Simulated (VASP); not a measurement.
# Sc2Al (P6_3/mmc) in VASP: a series of runs

Sc2Al is run at these levels: LDA; tasks: single point.

All numbers are computed with VASP 6.6.1; they aren't measurements. Logs are shortened: lines on timing, memory, paths and dates and some standing lists are left out, and cuts for length are marked.

**1. The cell of the first run**

It takes space group P6_3/mmc (No. 194, hexagonal). The conventional cell has a = 4.936 Å, b = 4.936 Å, c = 6.216 Å, α = 90.00°, β = 90.00°, γ = 120.00°. Within 4.1 Å of Sc (site symmetry -3m) lie 8 Sc at 3.11 to 3.25 Å and 6 Al at 3.25 Å. Within 3.8 Å of Sc (site symmetry -6m2) lie 5 Al at 2.85 to 3.11 Å and 6 Sc at 3.25 Å. Within 3.8 Å of Al (site symmetry -6m2) lie 11 Sc at 2.85 to 3.25 Å.

**2. Single point, LDA**

INCAR

```
SYSTEM = Sc2Al
  PREC = Accurate
  ENCUT = 520
  EDIFF = 1E-6
  ISMEAR = -1
  SIGMA = 0.1
  LREAL = .False.
  LASPH = .True.
  NELM = 100
  ALGO = Normal
  ISIF = 2
  LWAVE = .False.
  LCHARG = .False.
  GGA = CA
  NBANDS = 34
```

KPOINTS

```
Automatic mesh
0
Gamma
  6 6 4
  0 0 0
```

POSCAR

```
Sc2Al
1.0
    4.9357189173      0.0000000000      0.0000000000
   -2.4678645027      4.2744634655      0.0000000000
    0.0000000000      0.0000000000      6.2157084360
Sc Al
4 2
Direct
    0.0000000000      0.0000000000      0.0000000000
    0.0000000000      0.0000000000      0.5000000000
    0.3333333333      0.6666666667      0.7500000000
    0.6666666667      0.3333333333      0.2500000000
    0.3333333333      0.6666666667      0.2500000000
    0.6666666667      0.3333333333      0.7500000000
```

Potentials or basis: VASP PAW LDA potentials, release 64 (Sc_sv, Al).

Started as:

```
$ cat potpaw_LDA.64/Sc_sv/POTCAR potpaw_LDA.64/Al/POTCAR > POTCAR
$ mpirun -np 1 vasp_std > vasp.out
```

OUTCAR:

```text
SYSTEM = Sc2Al
   PREC = Accurate
   ENCUT = 520
   EDIFF = 1E-6
   ISMEAR = -1
   LREAL = .False.
   LASPH = .True.
   NELM = 100
   ISIF = 2
   GGA = CA

 ion  position               nearest neighbor table
   1  0.000  0.000  0.000-   2 3.11   2 3.11   4 3.25   6 3.25   3 3.25   5 3.25   6 3.25   3 3.25
                             4 3.25   5 3.25   4 3.25   6 3.25   3 3.25   5 3.25
   2  0.000  0.000  0.500-   1 3.11   1 3.11   4 3.25   6 3.25   3 3.25   5 3.25   6 3.25   3 3.25
                             4 3.25   5 3.25   4 3.25   6 3.25   3 3.25   5 3.25
   3  0.333  0.667  0.750-   6 2.85   6 2.85   6 2.85   5 3.11   5 3.11   2 3.25   1 3.25   1 3.25
                             2 3.25   2 3.25   1 3.25
   4  0.667  0.333  0.250-   5 2.85   5 2.85   5 2.85   6 3.11   6 3.11   1 3.25   2 3.25   1 3.25
                             2 3.25   1 3.25   2 3.25
   5  0.333  0.667  0.250-   4 2.85   4 2.85   4 2.85   3 3.11   3 3.11   2 3.25   1 3.25   1 3.25
                             2 3.25   2 3.25   1 3.25
   6  0.667  0.333  0.750-   3 2.85   3 2.85   3 2.85   4 3.11   4 3.11   1 3.25   2 3.25   1 3.25
                             2 3.25   1 3.25   2 3.25

  LATTYP: Found a hexagonal cell.
 ALAT       =     4.9357189173
 C/A-ratio  =     1.2593319312

  Lattice vectors:

 A1 = (   4.9357189173,   0.0000000000,   0.0000000000)
 A2 = (  -2.4678645027,   4.2744634655,   0.0000000000)
 A3 = (   0.0000000000,   0.0000000000,   6.2157084360)

Analysis of symmetry for initial positions (statically):
=====================================================================
 Subroutine PRICEL returns:
 Original cell was already a primitive cell.

 Routine SETGRP: Setting up the symmetry group for a
 hexagonal supercell.

 Subroutine GETGRP returns: Found 24 space group operations
 (whereof 12 operations were pure point group operations)
 out of a pool of 24 trial point group operations.

The static configuration has the point symmetry D_3d.
 The point group associated with its full space group is D_6h.

Analysis of symmetry for dynamics (positions and initial velocities):
=====================================================================
 Subroutine PRICEL returns:
 Original cell was already a primitive cell.

 Routine SETGRP: Setting up the symmetry group for a
 hexagonal supercell.

 Subroutine GETGRP returns: Found 24 space group operations
 (whereof 12 operations were pure point group operations)
 out of a pool of 24 trial point group operations.

The dynamic configuration has the point symmetry D_3d.
 The point group associated with its full space group is D_6h.

 Subroutine INISYM returns: Found 24 space group operations
 (whereof 12 operations are pure point group operations),
 and found     1 'primitive' translations

----------------------------------------------------------------------------------------

                                     Primitive cell

  volume of cell :     131.1362

  direct lattice vectors                    reciprocal lattice vectors
     4.935718917  0.000000000  0.000000000     0.202604730  0.116973984  0.000000000
    -2.467864503  4.274463466  0.000000000     0.000000000  0.233947490  0.000000000
     0.000000000  0.000000000  6.215708436     0.000000000  0.000000000  0.160882707

  length of vectors
     4.935718917  4.935726200  6.215708436     0.233947835  0.233947490  0.160882707

  position of ions in fractional coordinates (direct lattice)
     0.000000000  0.000000000  0.000000000
     0.000000000  0.000000000  0.500000000
     0.333333333  0.666666667  0.750000000
     0.666666667  0.333333333  0.250000000
     0.333333333  0.666666667  0.250000000
     0.666666667  0.333333333  0.750000000

  ion indices of the primitive-cell ions
   primitive index   ion index
                 1           1
                 2           2
                 3           3
                 4           4
                 5           5
                 6           6

----------------------------------------------------------------------------------------

 KPOINTS: Automatic mesh

Automatic generation of k-mesh.
 Grid dimensions read from file:
 generate k-points for:    6    6    4

 Generating k-lattice:

  Cartesian coordinates                     Fractional coordinates (reciprocal lattice)
     0.033767455  0.019495664  0.000000000     0.166666667  0.000000000  0.000000000
     0.000000000  0.038991248  0.000000000     0.000000000  0.166666667  0.000000000
     0.000000000  0.000000000  0.040220677     0.000000000  0.000000000  0.250000000

  Length of vectors
     0.038991306  0.038991248  0.040220677

  Shift w.r.t. Gamma in fractional coordinates (k-lattice)
     0.000000000  0.000000000  0.000000000

 Subroutine IBZKPT returns following result:
 ===========================================

 Found     21 irreducible k-points:

 Following reciprocal coordinates:
            Coordinates               Weight
  0.000000  0.000000  0.000000      1.000000
  0.166667  0.000000  0.000000      6.000000
  0.333333  0.000000  0.000000      6.000000
  0.500000  0.000000  0.000000      3.000000
  0.166667  0.166667  0.000000      6.000000
  0.333333  0.166667  0.000000     12.000000
[... 13 lines left out ...]
  0.333333  0.166667  0.500000     12.000000
  0.333333  0.333333  0.500000      2.000000
   k-points           NKPTS =     21   k-points in BZ     NKDIM =     21   number of bands    NBANDS=     34
   number of dos      NEDOS =    301   number of ions     NIONS =      6
   total plane-waves  NPLWV =  76800
   dimension x,y,z NGX =    40 NGY =   40 NGZ =   48
   dimension x,y,z NGXF=    80 NGYF=   80 NGZF=   96
   ions per type =               4   2
   NGX,Y,Z   is equivalent  to a cutoff of  13.47, 13.47, 12.84 a.u.
   NGXF,Y,Z  is equivalent  to a cutoff of  26.95, 26.95, 25.68 a.u.
 SYSTEM =  Sc2Al
   PREC   = accura    normal or accurate (medium, high low for compatibility)
   ISTART =      0    job   : 0-new  1-cont  2-samecut
   ICHARG =      2    charge: 1-file 2-atom 10-const
   ISPIN  =      1    spin polarized calculation?
   LNONCOLLINEAR =      F non collinear calculations
   LSORBIT =      F    spin-orbit coupling
   LASPH  =      T    aspherical Exc in radial PAW
   ENCUT  =  520.0 eV  38.22 Ry    6.18 a.u.   9.18  9.18 11.56*2*pi/ulx,y,z
   NELM   =    100;   NELMIN=  2; NELMDL= -5     # of ELM steps
   EDIFF  = 0.1E-05   stopping-criterion for ELM
   LREAL  =      F    real-space projection
   EDIFFG = 0.1E-04   stopping-criterion for IOM
   NSW    =      0    number of steps for IOM
   IBRION =     -1    ionic relax: 0-MD 1-quasi-New 2-CG
   NFREE  =      0    steps in history (QN), initial steepest desc. (CG)
   ISIF   =      2    stress and relaxation
   ISYM   =      2    0-nonsym 1-usesym 2-fastsym
   POTIM  = 0.5000    time-step for ionic-motion
   TEBEG  =    0.0;   TEEND  =   0.0 temperature during run
   PSTRESS=    0.0 pullay stress
   NELECT =      50.0000    total number of electrons
   NUPDOWN=      -1.0000    fix difference up-down
   EMIN   =  10.00;   EMAX   =-10.00  energy-range for DOS
   EFERMI =   0.00;   METHOD = LEGACY
   ISMEAR =    -1;   SIGMA  =   0.10  broadening in eV -4-tet -1-fermi 0-gaus
   EFERMI_NEDOS =   21; number of points for ismear=-14 and -15
   IALGO  =     38    algorithm
   IMIX   =      4    mixing-type and parameters
     AMIX     =   0.40;   BMIX     =  1.00
     AMIX_MAG =   1.60;   BMIX_MAG =  1.00
  volume/ion in A,a.u.               =      21.86       147.49
  Fermi-wavevector in a.u.,A,eV,Ry     =   1.187109  2.243311 19.173709  1.409228
  Thomas-Fermi vector in A             =   2.323267
   LORBIT       =      0    0 simple, 1 ext, 2 COOP (PROOUT), +10 PAW based schemes
   GGA     = CA    functional components
   LHFCALC =     F    Hartree Fock is set to
   AEXX    =    0.0000 exact exchange contribution
   IVDW    =     0    specifies the selected vdW correction
   LEPSILON=     F    determine dielectric tensor
   LRPA    =     F    only Hartree local field effects (RPA)
 non-spin polarized calculation
  energy-cutoff  :      520.00
  volume of cell :      131.14
 maximum number of plane-waves:      3555
 NGX is ok and might be reduce to    40
   NGX = 19   NGY = 19   NGZ = 23

 number of electron      49.9999993 magnetization

 Free energy of the ion-electron system (eV)
  ---------------------------------------------------
  ext. energy  EPLUGINS =         0.00000000
  ---------------------------------------------------
  free energy    TOTEN  =       -37.35158437 eV

  energy without entropy =      -37.11444932  energy(sigma->0) =      -37.23301684

 E-fermi :   4.4045     XC(G=0): -10.2154

 val. band max:        4.3999016815   @ k =   0.0000   0.0000   0.2500
 cond. band min:       4.4117970502   @ k =   0.3333   0.1667   0.2500
 fundamental gap:      0.0118953687
 Fermi energy:         4.4044754330

 k-point     1 :       0.0000    0.0000    0.0000
  band No.  band energies     occupation
      1     -44.5434      2.00000
      2     -44.4931      2.00000
      3     -44.4506      2.00000
      4     -44.4399      2.00000
      5     -23.6372      2.00000
      6     -23.6016      2.00000
[... 26 lines left out ...]
     33       7.1375      0.00000
     34       7.2613      0.00000

 k-point     2 :       0.1667    0.0000    0.0000
  band No.  band energies     occupation
      1     -44.5408      2.00000
      2     -44.4931      2.00000
      3     -44.4507      2.00000
      4     -44.4423      2.00000
      5     -23.6534      2.00000
      6     -23.6098      2.00000
[... 26 lines left out ...]
     33       6.8483      0.00000
     34       6.9007      0.00000
[... 664 lines left out ...]
     33       6.3606      0.00000
     34       6.3611      0.00000

 k-point    21 :       0.3333    0.3333    0.5000
  band No.  band energies     occupation
      1     -44.5119      2.00000
      2     -44.5119      2.00000
      3     -44.4515      2.00000
      4     -44.4515      2.00000
      5     -23.6134      2.00000
      6     -23.6134      2.00000
[... 26 lines left out ...]
     33       6.6625      0.00000
     34       6.6669      0.00000

------------------------ aborting loop because EDIFF is reached ----------------------------------------

  FORCE on cell =-STRESS in cart. coord.  units (eV):
  Direction    XX          YY          ZZ          XY          YZ          ZX
  --------------------------------------------------------------------------------------
  -------------------------------------------------------------------------------------
  Total       -4.9497751     -4.9497878     -4.6821046      0.0000058     -0.0000000      0.0000000
  in kB      -60.4746527    -60.4748082    -57.2043471      0.0000714     -0.0000000      0.0000000
  external PRESSURE =     -59.3846027 kB  Pullay stress =       0.0000000 kB

 VOLUME and BASIS-vectors are now :
 -----------------------------------------------------------------------------
  energy-cutoff  :      520.00
  volume of cell :      131.14
      direct lattice vectors                 reciprocal lattice vectors
     4.935718917  0.000000000  0.000000000     0.202604730  0.116973984  0.000000000
    -2.467864503  4.274463466  0.000000000     0.000000000  0.233947490  0.000000000
     0.000000000  0.000000000  6.215708436     0.000000000  0.000000000  0.160882707

 POSITION                                       TOTAL-FORCE (eV/Angst)
 -----------------------------------------------------------------------------------
      0.00000      0.00000      0.00000        -0.000000      0.000000      0.000000
      0.00000      0.00000      3.10785        -0.000000      0.000000      0.000000
     -0.00000      2.84964      4.66178         0.000000      0.000000      0.000000
      2.46786      1.42482      1.55393        -0.000000     -0.000000      0.000000
     -0.00000      2.84964      1.55393        -0.000000      0.000000      0.000000
      2.46786      1.42482      4.66178        -0.000000      0.000000      0.000000
 -----------------------------------------------------------------------------------
    total drift:                                0.000000     -0.000000      0.000000

  FREE ENERGIE OF THE ION-ELECTRON SYSTEM (eV)
  ---------------------------------------------------
  free  energy   TOTEN  =       -37.3515843717 eV

  energy  without entropy=      -37.1144493173  energy(sigma->0) =      -37.23301684
```

Run time: 2.3 min. Hardware: 1 thread of Oxide Virtual Turin-like, shared host; peak memory 0.22 GiB.

Results:

```
Free energy            : -37.3516 eV
Pressure               : -5.9 GPa
Band gap on the k mesh : zero (bands 25 and 26 overlap by 0.68 eV)
```

Caveat: the cell stands under tension.

**3. Single point, LDA**

This run uses another cell than the first one, of 22.42 Å³/atom.

INCAR

```
PREC = Accurate
ENCUT = 520
EDIFF = 1E-6
ISMEAR = -1
SIGMA = 0.1
LREAL = F
LASPH = T
NELM = 80
ALGO = Normal
ISIF = 2
LWAVE = F
LCHARG = F
NBANDS = 34
```

KPOINTS

```
regular mesh
0
Gamma
  6 6 4
```

Changes to POSCAR since step 2:

```diff
@@ -2,5 +2,5 @@
 1.0
-    4.9357189173      0.0000000000      0.0000000000
-   -2.4678645027      4.2744634655      0.0000000000
-    0.0000000000      0.0000000000      6.2157084360
+    4.9780876756      0.0000000000      0.0000000000
+   -2.4890489252      4.3111559337      0.0000000000
+    0.0000000000      0.0000000000      6.2690647663
 Sc Al
```

Potentials or basis: VASP PAW LDA potentials, release 64 (Sc_sv, Al).

Started as:

```
$ cat potpaw_LDA.64/Sc_sv/POTCAR potpaw_LDA.64/Al/POTCAR > POTCAR
$ mpirun -np 1 vasp_std > vasp.out
```

Wall time 98 s (1 thread of Oxide Virtual Turin-like, shared host); peak memory 0.22 GiB.

It converged, with:

```yaml
Free_energy: -37.2114 eV
Pressure: -7.3 GPa
Band_gap_on_the_k_mesh: zero (bands 25 and 26 overlap by 0.66 eV)
```

Stress tensor (GPa, compression positive):
```
-7.46  0.00  0.00
 0.00 -7.46  0.00
 0.00  0.00 -6.94
```

Levels at points of the mesh, in eV from the Fermi level:
| k point | band 21 | band 22 | band 23 | band 24 | band 25 | band 26 | band 27 | band 28 | band 29 | band 30 |
| --- | --- | --- | --- | --- | --- | --- | --- | --- | --- | --- |
| (0.00, 0.00, 0.00) | -1.64 | -0.61 | -0.59 | -0.59 | -0.30 | -0.30 | -0.03 | -0.03 | 1.67 | 1.86 |
| (0.50, 0.00, 0.00) | -1.13 | -1.07 | -1.04 | -0.78 | -0.59 | 0.27 | 0.36 | 0.79 | 1.05 | 1.16 |
| (0.00, 0.00, 0.50) | -1.34 | -1.34 | -0.99 | -0.99 | 0.12 | 0.12 | 0.12 | 0.12 | 1.34 | 1.34 |
| (0.50, 0.00, 0.50) | -1.04 | -1.04 | -0.80 | -0.80 | 0.18 | 0.18 | 0.49 | 0.49 | 1.08 | 1.08 |

Caveat: the cell stands under tension.
